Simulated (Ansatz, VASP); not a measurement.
## Pd in VASP and in Ansatz

```
Pd
1.0
     0.00000    2.60348    2.60348
     2.60348    0.00000    2.60348
     2.60348    2.60348    0.00000
Pd
2
Direct
  0.00000 0.00000 0.00000
  0.50000 0.50000 0.50000
```

Alike in both runs: task single point; functional LDA; k mesh 18 × 18 × 18; occupations fermi-dirac, width 0.05 eV; collinear spin.

|  | VASP | Ansatz |
| --- | --- | --- |
| version | VASP 6.6.1 | Ansatz 0.2.0 |
| potentials or method | VASP PAW LDA potentials, release 64 (Pd), cutoff 520 eV | plane waves (420 eV) with PAW, scalar-relativistic |
| valence electrons in the cell | 20 | 36 |

|  | VASP | Ansatz | Ansatz less VASP |
| --- | --- | --- | --- |
| pressure (GPa) | -10.2 | -10.3 | -0.10 |
| net moment per atom (μB) | 0.00 | 0.00 | 0.000 |

Ansatz warns that its potentials were made for another functional, while VASP's fit it. LDA's correlation is that of Perdew and Zunger in VASP and of Perdew and Wang (1992) in Ansatz. VASP's potentials hold 20 valence electrons a cell and Ansatz's 36, so a difference there can come from the potentials and not from the codes. Ansatz's warnings: seeded moment not kept.
